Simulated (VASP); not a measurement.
# Ca (P6_3/mmc) in VASP: notebook

The runs below take Ca through single point, with LDA, PBEsol.

Program: VASP 6.6.1. These are calculated values, not measurements. Logs are shortened: lines on timing, memory, paths and dates and some standing lists are left out, and cuts for length are marked.

## Step 1: The cell of the first run

It takes space group P6_3/mmc (No. 194, hexagonal). Conventional cell: a = 3.980 Å, b = 3.980 Å, c = 6.520 Å, α = 90.00°, β = 90.00°, γ = 120.00°. Within 5.2 Å of Ca (site symmetry -6m2) lie 12 Ca at 3.98 to 3.99 Å.

## Step 2: Single point, LDA

The input, INCAR:

```
SYSTEM = Ca
PREC = Accurate
ENCUT = 520
EDIFF = 1E-6
ISMEAR = -1
SIGMA = 0.08
LREAL = .False.
LASPH = .True.
NELM = 80
ALGO = Normal
ISIF = 2
LWAVE = .False.
LCHARG = .False.
GGA = CA
NBANDS = 17
```

The input, KPOINTS:

```
regular mesh
0
Gamma
  10 10 5
  0 0 0
```

The input, POSCAR:

```
Ca
1.0
    3.9799995206      0.0000000000      0.0000000000
   -1.9899997603      3.4467806919      0.0000000000
    0.0000000000      0.0000000000      6.5200000000
Ca
2
Direct
    0.3333333333      0.6666666667      0.2500000000
    0.6666666667      0.3333333333      0.7500000000
```

Potentials or basis: VASP PAW LDA potentials, release 64 (Ca_sv).

On the command line:

```
cat potpaw_LDA.64/Ca_sv/POTCAR > POTCAR
mpirun -np 1 vasp_std > vasp.out
```

OUTCAR:

```text
SYSTEM = Ca
   PREC = Accurate
   ENCUT = 520
   EDIFF = 1E-6
   ISMEAR = -1
   LREAL = .False.
   LASPH = .True.
   NELM = 80
   ISIF = 2
   GGA = CA

 ion  position               nearest neighbor table
   1  0.333  0.667  0.250-
   2  0.667  0.333  0.750-

  LATTYP: Found a hexagonal cell.
 ALAT       =     3.9799995206
 C/A-ratio  =     1.6381911521

  Lattice vectors:

 A1 = (   3.9799995206,   0.0000000000,   0.0000000000)
 A2 = (  -1.9899997603,   3.4467806919,   0.0000000000)
 A3 = (   0.0000000000,   0.0000000000,   6.5200000000)

Analysis of symmetry for initial positions (statically):
=====================================================================
 Subroutine PRICEL returns:
 Original cell was already a primitive cell.

 Routine SETGRP: Setting up the symmetry group for a
 hexagonal supercell.

 Subroutine GETGRP returns: Found 24 space group operations
 (whereof 12 operations were pure point group operations)
 out of a pool of 24 trial point group operations.

The static configuration has the point symmetry D_3d.
 The point group associated with its full space group is D_6h.

Analysis of symmetry for dynamics (positions and initial velocities):
=====================================================================
 Subroutine PRICEL returns:
 Original cell was already a primitive cell.

 Routine SETGRP: Setting up the symmetry group for a
 hexagonal supercell.

 Subroutine GETGRP returns: Found 24 space group operations
 (whereof 12 operations were pure point group operations)
 out of a pool of 24 trial point group operations.

The dynamic configuration has the point symmetry D_3d.
 The point group associated with its full space group is D_6h.

 Subroutine INISYM returns: Found 24 space group operations
 (whereof 12 operations are pure point group operations),
 and found     1 'primitive' translations

----------------------------------------------------------------------------------------

                                     Primitive cell

  volume of cell :      89.4426

  direct lattice vectors                    reciprocal lattice vectors
     3.979999521  0.000000000  0.000000000     0.251256312  0.145062899  0.000000000
    -1.989999760  3.446780692  0.000000000     0.000000000  0.290125798  0.000000000
[... 75 lines left out ...]
 SYSTEM =  Ca
   PREC   = accura    normal or accurate (medium, high low for compatibility)
   ISTART =      0    job   : 0-new  1-cont  2-samecut
   ICHARG =      2    charge: 1-file 2-atom 10-const
   ISPIN  =      1    spin polarized calculation?
   LNONCOLLINEAR =      F non collinear calculations
   LSORBIT =      F    spin-orbit coupling
   LASPH  =      T    aspherical Exc in radial PAW
   ENCUT  =  520.0 eV  38.22 Ry    6.18 a.u.   7.40  7.40 12.12*2*pi/ulx,y,z
   NELM   =     80;   NELMIN=  2; NELMDL= -5     # of ELM steps
   EDIFF  = 0.1E-05   stopping-criterion for ELM
   LREAL  =      F    real-space projection
   EDIFFG = 0.1E-04   stopping-criterion for IOM
   NSW    =      0    number of steps for IOM
   IBRION =     -1    ionic relax: 0-MD 1-quasi-New 2-CG
   NFREE  =      0    steps in history (QN), initial steepest desc. (CG)
   ISIF   =      2    stress and relaxation
   ISYM   =      2    0-nonsym 1-usesym 2-fastsym
   POTIM  = 0.5000    time-step for ionic-motion
   TEBEG  =    0.0;   TEEND  =   0.0 temperature during run
   PSTRESS=    0.0 pullay stress
   NELECT =      20.0000    total number of electrons
   NUPDOWN=      -1.0000    fix difference up-down
   EMIN   =  10.00;   EMAX   =-10.00  energy-range for DOS
   EFERMI =   0.00;   METHOD = LEGACY
   ISMEAR =    -1;   SIGMA  =   0.08  broadening in eV -4-tet -1-fermi 0-gaus
   EFERMI_NEDOS =   21; number of points for ismear=-14 and -15
   IALGO  =     38    algorithm
   IMIX   =      4    mixing-type and parameters
     AMIX     =   0.40;   BMIX     =  1.00
     AMIX_MAG =   1.60;   BMIX_MAG =  1.00
  volume/ion in A,a.u.               =      44.72       301.79
  Fermi-wavevector in a.u.,A,eV,Ry     =   0.993658  1.877741 13.433785  0.987355
  Thomas-Fermi vector in A             =   2.125555
   LORBIT       =      0    0 simple, 1 ext, 2 COOP (PROOUT), +10 PAW based schemes
   GGA     = CA    functional components
   LHFCALC =     F    Hartree Fock is set to
   AEXX    =    0.0000 exact exchange contribution
   IVDW    =     0    specifies the selected vdW correction
   LEPSILON=     F    determine dielectric tensor
   LRPA    =     F    only Hartree local field effects (RPA)
 non-spin polarized calculation
  energy-cutoff  :      520.00
  volume of cell :       89.44
 maximum number of plane-waves:      2442
 NGX is ok and might be reduce to    30
   NGX = 15   NGY = 15   NGZ = 25

 number of electron      20.0000006 magnetization

 Free energy of the ion-electron system (eV)
  ---------------------------------------------------
  ext. energy  EPLUGINS =         0.00000000
  ---------------------------------------------------
  free energy    TOTEN  =        -4.32661802 eV

  energy without entropy =       -4.26911733  energy(sigma->0) =       -4.29786768

 E-fermi :   1.6034     XC(G=0):  -7.7775

 val. band max:        1.5865830989   @ k =   0.3000   0.0000   0.0000
 cond. band min:       1.6128588646   @ k =   0.4000   0.0000   0.0000
 fundamental gap:      0.0262757657
 Fermi energy:         1.6034394615

 k-point     1 :       0.0000    0.0000    0.0000
  band No.  band energies     occupation
      1     -40.1274      2.00000
      2     -40.1165      2.00000
      3     -21.4537      2.00000
      4     -21.3616      2.00000
      5     -21.3616      2.00000
      6     -21.3455      2.00000
[... 457 lines left out ...]
      4     -21.4363      2.00000
      5     -21.3969      2.00000
      6     -21.3867      2.00000
[... 9 lines left out ...]
     16       4.9056      0.00000
     17       5.0589      0.00000

 [... further k-points ...]
[... 5 lines left out ...]
  --------------------------------------------------------------------------------------
  -------------------------------------------------------------------------------------
  Total       -1.3376090     -1.3376090     -1.2274320      0.0000000      0.0000000     -0.0000000
  in kB      -23.9604790    -23.9604790    -21.9868869      0.0000000      0.0000000     -0.0000000
  external PRESSURE =     -23.3026150 kB  Pullay stress =       0.0000000 kB

 VOLUME and BASIS-vectors are now :
 -----------------------------------------------------------------------------
  energy-cutoff  :      520.00
  volume of cell :       89.44
      direct lattice vectors                 reciprocal lattice vectors
     3.979999521  0.000000000  0.000000000     0.251256312  0.145062899  0.000000000
    -1.989999760  3.446780692  0.000000000     0.000000000  0.290125798  0.000000000
     0.000000000  0.000000000  6.520000000     0.000000000  0.000000000  0.153374233

 POSITION                                       TOTAL-FORCE (eV/Angst)
 -----------------------------------------------------------------------------------
     -0.00000      2.29785      1.63000        -0.000000      0.000000      0.000000
      1.99000      1.14893      4.89000         0.000000     -0.000000      0.000000
 -----------------------------------------------------------------------------------
    total drift:                               -0.000000      0.000000     -0.000000

  FREE ENERGIE OF THE ION-ELECTRON SYSTEM (eV)
  ---------------------------------------------------
  free  energy   TOTEN  =        -4.3266180239 eV

  energy  without entropy=       -4.2691173331  energy(sigma->0) =       -4.29786768
```

OSZICAR:

```text
N       E                     dE             d eps       ncg     rms          rms(c)
DAV:   1     0.172177999737E+03    0.17218E+03   -0.10122E+04  1428   0.105E+03
DAV:   2     0.474205413205E+01   -0.16744E+03   -0.16565E+03  1653   0.314E+02
DAV:   3    -0.403915743891E+01   -0.87812E+01   -0.87081E+01  2730   0.527E+01
DAV:   4    -0.433431724851E+01   -0.29516E+00   -0.29477E+00  1806   0.102E+01
DAV:   5    -0.434887440057E+01   -0.14557E-01   -0.14550E-01  2402   0.149E+00    0.326E+00
DAV:   6    -0.433132088758E+01    0.17554E-01   -0.30389E-02  1872   0.160E+00    0.198E+00
DAV:   7    -0.432750488922E+01    0.38160E-02   -0.38747E-02  1832   0.204E+00    0.136E-01
DAV:   8    -0.432659781633E+01    0.90707E-03   -0.40546E-03  1821   0.523E-01    0.217E-02
DAV:   9    -0.432661976423E+01   -0.21948E-04   -0.32630E-04  2575   0.805E-02    0.178E-02
DAV:  10    -0.432661755970E+01    0.22045E-05   -0.37293E-05  1830   0.570E-02    0.841E-03
DAV:  11    -0.432661802390E+01   -0.46420E-06   -0.32560E-06  1791   0.182E-02
   1 F= -.43266180E+01 E0= -.42978677E+01  d E =-.575007E-01
```

It took 30 s on 1 thread of Intel Xeon Platinum 8488C (Sapphire Rapids), shared host; peak memory 0.19 GiB.

Results:

| Property | Result |
| --- | --- |
| Free energy | -4.3266 eV |
| Pressure | -2.3 GPa |
| Band gap on the k mesh | zero (band 10 reaches 1.73 eV, above the bottom of band 11 at 1.41 eV) |

Stress tensor (GPa, compression positive):
```
-2.40  0.00  0.00
 0.00 -2.40  0.00
 0.00  0.00 -2.20
```

## Step 3: Single point, PBEsol

The input, INCAR:

```
ALGO = Normal
EDIFF = 1E-7
ENCUT = 520
GGA = PS
ISIF = 2
ISMEAR = -1
LASPH = T
LCHARG = F
LREAL = F
LWAVE = F
NBANDS = 17
NELM = 60
PREC = Accurate
SIGMA = 0.08
```

The input, KPOINTS:

```
k-points
0
Gamma
  10 10 5
```

POSCAR is that of step 2.

Potentials or basis: VASP PAW PBE potentials, release 64 (Ca_sv).

On the command line:

```
cat potpaw_PBE.64/Ca_sv/POTCAR > POTCAR
mpirun -np 1 vasp_std > vasp.out
```

It took 36 s on 1 thread of Intel Xeon Platinum 8488C (Sapphire Rapids), shared host; peak memory 0.21 GiB.

It converged, with:

- Free energy: -4.2518 eV
- Pressure: -1.4 GPa
- Band gap on the k mesh: zero (band 10 reaches 1.84 eV, above the bottom of band 11 at 1.46 eV)

Stress tensor (GPa, compression positive):
```
-1.47  0.00  0.00
 0.00 -1.47  0.00
 0.00  0.00 -1.26
```

Levels at points of the mesh, in eV from the Fermi level:
```tsv
k point	band 6	band 7	band 8	band 9	band 10	band 11	band 12	band 13	band 14	band 15
(0.00, 0.00, 0.00)	-23.01	-23.01	-23.00	-3.97	-1.04	-0.25	2.18	2.20	2.20	2.49
(0.50, 0.00, 0.00)	-23.05	-23.03	-23.03	-1.13	-0.71	0.24	0.38	1.31	1.82	2.12
```

Caveat: the PAW data sets were made with another functional, which shifts forces and pressure a little.
